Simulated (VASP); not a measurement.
**Ir: elastic constants with LDA**

Crystal: Ir.

```
CELL_PARAMETERS angstrom
2.69613 0.00000 0.00000
-1.34806 2.33491 0.00000
0.00000 0.00000 4.37088
ATOMIC_POSITIONS crystal
Ir 0.66667 0.33333 0.75000
Ir 0.33333 0.66667 0.25000
```

This isn't the form of Ir at room conditions, which is fcc.

```yaml
Program: VASP 6.6.1
Task: elastic constants
Functional: LDA
Potentials_or_basis: VASP PAW LDA potentials, release 64 (Ir)
Cutoff: 600 eV
k_mesh: 18 × 18 × 10
Occupations: fermi-dirac, width 0.15 eV
Spin: no spin polarisation
Dipole_correction: no
Ions_in_elastic_constants: relaxed
Further_INCAR_settings: ALGO = Fast; EDIFF = 1e-08; NBANDS = 16; IBRION = 6; POTIM = 0.015; NSW = 1; ISIF = 3
```

The voigt bulk modulus is 428 GPa and the highest phonon frequency at Γ is 216 cm⁻¹.

Phonon frequencies in cm⁻¹ (negative: imaginary):
```
              q point        frequencies
(0.000, 0.000, 0.000)  0 0 0 127 127 216
```

Elastic tensor in Voigt notation (GPa, in the Cartesian axes of the cell as first typed):
```
723 258 291   0   0   0
258 723 291   0   0   0
291 291 722   0   0   0
  0   0   0 112   0   0
  0   0   0   0 112   0
  0   0   0   0   0 233
```

Clamped-ion elastic tensor (GPa):
```
728 254 291   0   0   0
254 728 291   0   0   0
291 291 722   0   0   0
  0   0   0 112   0   0
  0   0   0   0 112   0
  0   0   0   0   0 237
```

Run time: 81 min on 1 thread of Oxide Virtual Turin-like Processor, on a shared host, peak memory 0.82 GiB.

Caveat: the cell is under stress, which shifts elastic constants.
